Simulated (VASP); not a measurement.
Crystal: GaSb.

```
CELL_PARAMETERS angstrom
0.00000 3.09925 3.09925
3.09925 0.00000 3.09925
3.09925 3.09925 0.00000
ATOMIC_POSITIONS crystal
Sb 0.75000 0.75000 0.75000
Ga 0.00000 0.00000 0.00000
```

Base run:

| Item | Value |
| --- | --- |
| Program | VASP 6.6.1 |
| Functional | RPBE |
| Dispersion | D3(BJ) |
| Potentials or basis | VASP PAW PBE potentials, release 64 (Sb, Ga_d) |
| Cutoff | 520 eV |
| k mesh | 8 × 8 × 8 |
| Occupations | fermi-dirac, width 0.05 eV |
| Spin | no spin polarisation |

Its results: band gap on the k mesh zero (filled and empty bands touch); pressure -6.9 GPa.

Question: After a change of settings the same cell gave: band gap on the k mesh zero (filled and empty bands touch); pressure -3.5 GPa. Which change was it?
A. functional from RPBE to BLYP; further incar settings from ALGO = Normal; EDIFF = 1e-06; NBANDS = 16 to ALGO = Normal; EDIFF = 1e-07; NBANDS = 16
B. functional from RPBE to PBE; dispersion from D3(BJ) to D4
C. functional from RPBE to revPBE
D. functional from RPBE to PBEsol

Answer: D.

Caveats: the PAW data sets were made with another functional, which shifts forces and pressure a little; spin-orbit coupling is left out, which moves the levels of the heavy elements; pairwise dispersion overbinds metals, which lowers pressure and volume.
